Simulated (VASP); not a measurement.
# W (Im-3m) in VASP: further runs

Runs on W. Level: PBE. Tasks: single point.

Everything below comes from runs of VASP 6.6.1. Logs are shortened: lines on timing, memory, paths and dates and some standing lists are left out, and cuts for length are marked.

### Step 1. The cell of the first run

Symmetry: Im-3m, No. 229, cubic system. Conventional cell: a = 3.184 Å, b = 3.184 Å, c = 3.184 Å, α = 90.00°, β = 90.00°, γ = 90.00°. W (site symmetry m-3m) has 14 W at 2.76 to 3.18 Å within 3.6 Å.

### Step 2. Single point, PBE

INCAR

```
SYSTEM = W
PREC = Accurate
ENCUT = 520
EDIFF = 1E-7
ISMEAR = 0
SIGMA = 1.0
LREAL = .FALSE.
LASPH = .TRUE.
NELM = 100
ALGO = Normal
ISIF = 2
LWAVE = .FALSE.
LCHARG = .TRUE.
GGA = PE
LELF = .TRUE.
LVHAR = .TRUE.
NBANDS = 13
```

KPOINTS

```
regular mesh
0
G
  14 14 14
  0 0 0
```

POSCAR

```
W
1.0
   -1.5921723362      1.5921723362      1.5921723362
    1.5921723362     -1.5921723362      1.5921723362
    1.5921723362      1.5921723362     -1.5921723362
W
1
Direct
    0.0000000000      0.0000000000      0.0000000000
```

Potentials or basis: VASP PAW PBE potentials, release 64 (W_sv).

The run is started by

```console
> cat potpaw_PBE.64/W_sv/POTCAR > POTCAR
> mpirun -np 1 vasp_std > vasp.out
```

OUTCAR:

```text
SYSTEM = W
   PREC = Accurate
   ENCUT = 520
   EDIFF = 1E-7
   ISMEAR = 0
   LREAL = .FALSE.
   LASPH = .TRUE.
   NELM = 100
   ISIF = 2
   GGA = PE

 ion  position               nearest neighbor table
   1  0.000  0.000  0.000-

  LATTYP: Found a body centered cubic cell.
 ALAT       =     3.1843446724

  Lattice vectors:

 A1 = (  -1.5921723362,   1.5921723362,   1.5921723362)
 A2 = (   1.5921723362,  -1.5921723362,   1.5921723362)
 A3 = (   1.5921723362,   1.5921723362,  -1.5921723362)

Analysis of symmetry for initial positions (statically):
=====================================================================
 Subroutine PRICEL returns:
 Original cell was already a primitive cell.

 Routine SETGRP: Setting up the symmetry group for a
 body centered cubic supercell.

 Subroutine GETGRP returns: Found 48 space group operations
 (whereof 48 operations were pure point group operations)
 out of a pool of 48 trial point group operations.

The static configuration has the point symmetry O_h .

Analysis of symmetry for dynamics (positions and initial velocities):
=====================================================================
 Subroutine PRICEL returns:
 Original cell was already a primitive cell.

 Routine SETGRP: Setting up the symmetry group for a
 body centered cubic supercell.

 Subroutine GETGRP returns: Found 48 space group operations
 (whereof 48 operations were pure point group operations)
 out of a pool of 48 trial point group operations.

The dynamic configuration has the point symmetry O_h .

 Subroutine INISYM returns: Found 48 space group operations
 (whereof 48 operations are pure point group operations),
 and found     1 'primitive' translations

----------------------------------------------------------------------------------------

                                     Primitive cell

  volume of cell :      16.1447

  direct lattice vectors                    reciprocal lattice vectors
    -1.592172336  1.592172336  1.592172336     0.000000000  0.314036357  0.314036357
     1.592172336 -1.592172336  1.592172336     0.314036357  0.000000000  0.314036357
     1.592172336  1.592172336 -1.592172336     0.314036357  0.314036357  0.000000000

  length of vectors
     2.757723381  2.757723381  2.757723381     0.444114475  0.444114475  0.444114475

  position of ions in fractional coordinates (direct lattice)
     0.000000000  0.000000000  0.000000000

  ion indices of the primitive-cell ions
   primitive index   ion index
                 1           1

----------------------------------------------------------------------------------------

 KPOINTS: regular mesh

Automatic generation of k-mesh.
 Grid dimensions read from file:
 generate k-points for:   14   14   14

 Generating k-lattice:

  Cartesian coordinates                     Fractional coordinates (reciprocal lattice)
     0.000000000  0.022431168  0.022431168     0.071428571  0.000000000  0.000000000
     0.022431168  0.000000000  0.022431168     0.000000000  0.071428571  0.000000000
     0.022431168  0.022431168  0.000000000     0.000000000  0.000000000  0.071428571

  Length of vectors
     0.031722462  0.031722462  0.031722462

  Shift w.r.t. Gamma in fractional coordinates (k-lattice)
     0.000000000  0.000000000  0.000000000

 Subroutine IBZKPT returns following result:
 ===========================================

 Found    104 irreducible k-points:

 Following reciprocal coordinates:
            Coordinates               Weight
  0.000000  0.000000  0.000000      1.000000
  0.071429  0.000000  0.000000     12.000000
  0.142857  0.000000  0.000000     12.000000
  0.214286  0.000000  0.000000     12.000000
  0.285714  0.000000  0.000000     12.000000
  0.357143  0.000000  0.000000     12.000000
[... 16 lines left out ...]
  0.285714  0.285714  0.000000     24.000000
  0.357143  0.285714  0.000000     24.000000
 [... further k-points ...]
   k-points           NKPTS =    104   k-points in BZ     NKDIM =    104   number of bands    NBANDS=     13
   number of dos      NEDOS =    301   number of ions     NIONS =      1
   total plane-waves  NPLWV =  13824
   dimension x,y,z NGX =    24 NGY =   24 NGZ =   24
   dimension x,y,z NGXF=    48 NGYF=   48 NGZF=   48
   ions per type =               1
   NGX,Y,Z   is equivalent  to a cutoff of  14.47, 14.47, 14.47 a.u.
   NGXF,Y,Z  is equivalent  to a cutoff of  28.94, 28.94, 28.94 a.u.
 SYSTEM =  W
   PREC   = accura    normal or accurate (medium, high low for compatibility)
   ISTART =      0    job   : 0-new  1-cont  2-samecut
   ICHARG =      2    charge: 1-file 2-atom 10-const
   ISPIN  =      1    spin polarized calculation?
   LNONCOLLINEAR =      F non collinear calculations
   LSORBIT =      F    spin-orbit coupling
   LASPH  =      T    aspherical Exc in radial PAW
   ENCUT  =  520.0 eV  38.22 Ry    6.18 a.u.   5.13  5.13  5.13*2*pi/ulx,y,z
   NELM   =    100;   NELMIN=  2; NELMDL= -5     # of ELM steps
   EDIFF  = 0.1E-06   stopping-criterion for ELM
   LREAL  =      F    real-space projection
   EDIFFG = 0.1E-05   stopping-criterion for IOM
   NSW    =      0    number of steps for IOM
   IBRION =     -1    ionic relax: 0-MD 1-quasi-New 2-CG
   NFREE  =      0    steps in history (QN), initial steepest desc. (CG)
   ISIF   =      2    stress and relaxation
   ISYM   =      2    0-nonsym 1-usesym 2-fastsym
   POTIM  = 0.5000    time-step for ionic-motion
   TEBEG  =    0.0;   TEEND  =   0.0 temperature during run
   PSTRESS=    0.0 pullay stress
   NELECT =      14.0000    total number of electrons
   NUPDOWN=      -1.0000    fix difference up-down
   EMIN   =  10.00;   EMAX   =-10.00  energy-range for DOS
   EFERMI =   0.00;   METHOD = LEGACY
   ISMEAR =     0;   SIGMA  =   1.00  broadening in eV -4-tet -1-fermi 0-gaus
   EFERMI_NEDOS =   21; number of points for ismear=-14 and -15
   IALGO  =     38    algorithm
   IMIX   =      4    mixing-type and parameters
     AMIX     =   0.40;   BMIX     =  1.00
     AMIX_MAG =   1.60;   BMIX_MAG =  1.00
  volume/ion in A,a.u.               =      16.14       108.95
  Fermi-wavevector in a.u.,A,eV,Ry     =   1.561136  2.950119 33.159384  2.437146
  Thomas-Fermi vector in A             =   2.664246
   LORBIT       =      0    0 simple, 1 ext, 2 COOP (PROOUT), +10 PAW based schemes
   GGA     = PE    functional components
   LHFCALC =     F    Hartree Fock is set to
   AEXX    =    0.0000 exact exchange contribution
   IVDW    =     0    specifies the selected vdW correction
   LEPSILON=     F    determine dielectric tensor
   LRPA    =     F    only Hartree local field effects (RPA)
 non-spin polarized calculation
 Gauss-broadening in eV      SIGMA  =   1.00
  energy-cutoff  :      520.00
  volume of cell :       16.14
 maximum number of plane-waves:       466
 NGX is ok and might be reduce to    24
   NGX = 11   NGY = 11   NGZ = 11

 number of electron      14.0000002 magnetization

 Free energy of the ion-electron system (eV)
  ---------------------------------------------------
  ext. energy  EPLUGINS =         0.00000000
  ---------------------------------------------------
  free energy    TOTEN  =       -13.08021611 eV

  energy without entropy =      -12.80026813  energy(sigma->0) =      -12.94024212

 E-fermi :  11.0932     XC(G=0): -13.5332

 val. band max:       11.0899689941   @ k =  -0.1429   0.1429   0.1429
 cond. band min:      11.1186425011   @ k =   0.4286   0.0000   0.0000
 fundamental gap:      0.0286735070
 Fermi energy:        11.0931807211

 k-point     1 :       0.0000    0.0000    0.0000
  band No.  band energies     occupation
      1     -62.9934      2.00000
      2     -26.5858      2.00000
      3     -26.5858      2.00000
      4     -26.5858      2.00000
      5       1.6437      2.00000
      6       9.9950      1.87959
      7       9.9950      1.87959
      8       9.9950      1.87959
      9      13.4125      0.00104
     10      13.4125      0.00104
     11      25.6523      0.00000
     12      25.6523      0.00000
     13      25.6523      0.00000

 k-point     2 :       0.0714    0.0000    0.0000
  band No.  band energies     occupation
      1     -62.9873      2.00000
      2     -26.6506      2.00000
      3     -26.6061      2.00000
      4     -26.5861      2.00000
      5       1.8848      2.00000
      6       9.8493      1.92144
      7       9.9596      1.89110
      8      10.2276      1.77907
      9      13.1870      0.00307
     10      13.4146      0.00103
     11      25.8543      0.00000
     12      26.0632      0.00000
     13      26.2297      0.00000

 k-point     3 :       0.1429    0.0000    0.0000
  band No.  band energies     occupation
      1     -62.9703      2.00000
      2     -26.8292      2.00000
      3     -26.6626      2.00000
      4     -26.5869      2.00000
      5       2.5636      2.00000
      6       9.4664      1.97858
      7       9.7906      1.93454
      8      10.9131      1.20103
      9      12.8063      0.01540
     10      13.4389      0.00091
     11      26.2747      0.00000
     12      27.2372      0.00000
     13      27.5184      0.00000
[... 305 lines left out ...]
 k-point    23 :       0.2857    0.2857    0.0000
  band No.  band energies     occupation
      1     -62.8587      2.00000
      2     -27.5649      2.00000
      3     -27.2434      2.00000
      4     -26.7316      2.00000
      5       6.7240      2.00000
      6       8.0805      1.99998
      7       9.0350      1.99639
      8      13.3844      0.00119
      9      14.2054      0.00001
     10      19.7479      0.00000
     11      20.3192      0.00000
     12      24.2685      0.00000
     13      27.6310      0.00000

 k-point    24 :       0.3571    0.2857    0.0000
  band No.  band energies     occupation
      1     -62.8549      2.00000
      2     -27.5188      2.00000
      3     -27.3337      2.00000
      4     -26.7381      2.00000
      5       6.8285      2.00000
      6       8.2380      1.99995
      7       8.9186      1.99790
      8      13.6291      0.00034
      9      14.2095      0.00001
     10      19.3348      0.00000
     11      21.1853      0.00000
     12      23.2149      0.00000
     13      28.0941      0.00000

 [... further k-points ...]

------------------------ aborting loop because EDIFF is reached ----------------------------------------

  FORCE on cell =-STRESS in cart. coord.  units (eV):
  Direction    XX          YY          ZZ          XY          YZ          ZX
  --------------------------------------------------------------------------------------
  -------------------------------------------------------------------------------------
  Total        0.1311395      0.1311395      0.1311395      0.0000000     -0.0000000      0.0000000
  in kB       13.0140886     13.0140886     13.0140886      0.0000000     -0.0000000      0.0000000
  external PRESSURE =      13.0140886 kB  Pullay stress =       0.0000000 kB

 VOLUME and BASIS-vectors are now :
 -----------------------------------------------------------------------------
  energy-cutoff  :      520.00
  volume of cell :       16.14
      direct lattice vectors                 reciprocal lattice vectors
    -1.592172336  1.592172336  1.592172336     0.000000000  0.314036357  0.314036357
     1.592172336 -1.592172336  1.592172336     0.314036357  0.000000000  0.314036357
     1.592172336  1.592172336 -1.592172336     0.314036357  0.314036357  0.000000000

 POSITION                                       TOTAL-FORCE (eV/Angst)
 -----------------------------------------------------------------------------------
      0.00000      0.00000      0.00000        -0.000000     -0.000000      0.000000
 -----------------------------------------------------------------------------------
    total drift:                               -0.000000      0.000000      0.000000

  FREE ENERGIE OF THE ION-ELECTRON SYSTEM (eV)
  ---------------------------------------------------
  free  energy   TOTEN  =       -13.0802161089 eV

  energy  without entropy=      -12.8002681278  energy(sigma->0) =      -12.94024212
```

Run time: 50 s. Hardware: 1 thread of AMD EPYC 7R13, shared host; peak memory 0.12 GiB.

Results:

| Quantity | Value |
| --- | --- |
| Free energy | -13.0802 eV |
| Pressure | 1.3 GPa |
| Band gap on the k mesh | zero (band 7 reaches 16.23 eV, above the bottom of band 8 at 9.99 eV) |

Caveat: spin-orbit coupling is left out, which moves the levels of the heavy elements.

### Step 3. Single point, PBE

INCAR

```
SYSTEM = W
ALGO = Normal
EDIFF = 1E-7
ENCUT = 520
GGA = PE
ISIF = 2
ISMEAR = 1
LASPH = .True.
LCHARG = .False.
LREAL = .False.
LWAVE = .False.
NBANDS = 13
NELM = 100
PREC = Accurate
SIGMA = 0.01
```

KPOINTS

```
k-points
0
Gamma
  14 14 14
  0 0 0
```

POSCAR is that of step 2.

Potentials or basis: VASP PAW PBE potentials, release 64 (W_sv).

The run is started by

```console
> cat potpaw_PBE.64/W_sv/POTCAR > POTCAR
> mpirun -np 1 vasp_std > vasp.out
```

It took 50 s on 1 thread of AMD EPYC 7R13, shared host; peak memory 0.12 GiB.

The run converged. Its results:

* Free energy: -12.9471 eV
* Pressure: 0.9 GPa
* Band gap on the k mesh: zero (band 7 reaches 16.20 eV, above the bottom of band 8 at 9.97 eV)

Levels at points of the mesh, in eV from the Fermi level:
| k point | band 4 | band 5 | band 6 | band 7 | band 8 | band 9 | band 10 | band 11 |
| --- | --- | --- | --- | --- | --- | --- | --- | --- |
| (0.00, 0.00, 0.00) | -37.90 | -9.62 | -1.30 | -1.30 | -1.30 | 2.12 | 2.12 | 14.39 |
| (0.50, 0.00, 0.00) | -37.91 | -6.25 | -3.58 | 0.53 | 2.00 | 2.96 | 5.89 | 10.69 |
| (0.50, 0.50, 0.50) | -38.75 | -5.78 | -5.78 | 4.93 | 4.93 | 4.93 | 8.01 | 8.01 |

Caveat: spin-orbit coupling is left out, which moves the levels of the heavy elements.

### Step 4. Single point, PBE

INCAR

```
SYSTEM = W
ALGO     = Normal         ! electronic algorithm
EDIFF    = 1E-7           ! SCF threshold, eV
ENCUT    = 520            ! plane-wave cutoff, eV
GGA      = PE             ! functional
ISIF     = 2              ! what is computed and relaxed
ISMEAR   = 1              ! smearing method
LASPH    = .True.         ! aspherical terms in the spheres
LCHARG   = .True.         ! write CHGCAR
LELF     = .True.         ! ELF
LREAL    = .False.        ! projectors in reciprocal space
LVHAR    = .True.       
LWAVE    = .False.        ! write WAVECAR
NBANDS   = 13             ! bands
NELM     = 80             ! most SCF steps
PREC     = Accurate       ! precision mode
SIGMA    = 0.03           ! smearing width, eV
```

KPOINTS is that of step 3.

POSCAR is that of step 3.

The run is started by

```console
> cat potpaw_PBE.64/W_sv/POTCAR > POTCAR
> mpirun -np 1 vasp_std > vasp.out
```

Wall time 54 s (1 thread of AMD EPYC 7R13, shared host); peak memory 0.12 GiB.

Results (log left out):

* Free energy: -12.9471 eV
* Pressure: 0.9 GPa
* Band gap on the k mesh: zero (band 7 reaches 16.20 eV, above the bottom of band 8 at 9.97 eV)

Levels at points of the mesh, in eV from the Fermi level:
```csv
k point,band 3,band 4,band 5,band 6,band 7,band 8,band 9,band 10,band 11,band 12
"(0.00, 0.00, 0.00)",-37.91,-37.91,-9.63,-1.30,-1.30,-1.30,2.11,2.11,14.38,14.38
"(0.50, 0.00, 0.00)",-38.31,-37.92,-6.26,-3.58,0.52,2.00,2.95,5.88,10.68,11.35
"(0.50, 0.50, 0.50)",-38.76,-38.76,-5.79,-5.79,4.93,4.93,4.93,8.00,8.00,8.00
```

Caveat: spin-orbit coupling is left out, which moves the levels of the heavy elements.

### Step 5. Single point, PBE

INCAR

```
ALGO = Normal ; EDIFF = 1E-6
ENCUT = 520 ; GGA = PE
ISIF = 2 ; ISMEAR = 1
LASPH = T ; LCHARG = F
LREAL = F ; LWAVE = F
NBANDS = 13 ; NELM = 60
PREC = Accurate ; SIGMA = 0.1
```

KPOINTS

```
k-points
0
Gamma
  14 14 14
```

POSCAR is that of step 4.

The run is started by

```console
> cat potpaw_PBE.64/W_sv/POTCAR > POTCAR
> mpirun -np 1 vasp_std > vasp.out
```

Run time: 45 s. Hardware: 1 thread of AMD EPYC 7R13, shared host; peak memory 0.12 GiB.

It converged, with:

```yaml
Free_energy: -12.9470 eV
Pressure: 0.8 GPa
Band_gap_on_the_k_mesh: zero (band 7 reaches 16.20 eV, above the bottom of band 8 at 9.97 eV)
```

Levels at points of the mesh, in eV from the Fermi level:
```tsv
k point	band 5	band 6	band 7	band 8	band 9	band 10
(0.00, 0.00, 0.00)	-9.63	-1.30	-1.30	-1.30	2.11	2.11
(0.50, 0.00, 0.00)	-6.26	-3.58	0.52	2.00	2.95	5.88
(0.50, 0.50, 0.50)	-5.79	-5.79	4.93	4.93	4.93	8.00
```

Caveat: spin-orbit coupling is left out, which moves the levels of the heavy elements.

### Step 6. The runs side by side

```tsv
smearing	gap on the mesh (eV)	pressure (GPa)
gaussian 1 eV	none	1.3
methfessel-paxton 0.01 eV	none	0.9
methfessel-paxton 0.03 eV	none	0.9
methfessel-paxton 0.1 eV	none	0.8
```

Alike in all rows: task single point; level PBE; potentials or basis VASP PAW PBE potentials, release 64 (W_sv); no spin polarisation; cell as given; k mesh 14 × 14 × 14; cutoff (eV) 520.

Every run on the cell as given and a fine mesh finds a metal.

Caveats: spin-orbit coupling is left out, which moves the levels of the heavy elements.

Total energies depend on the potentials used, so only differences within one code and one set of settings carry meaning.
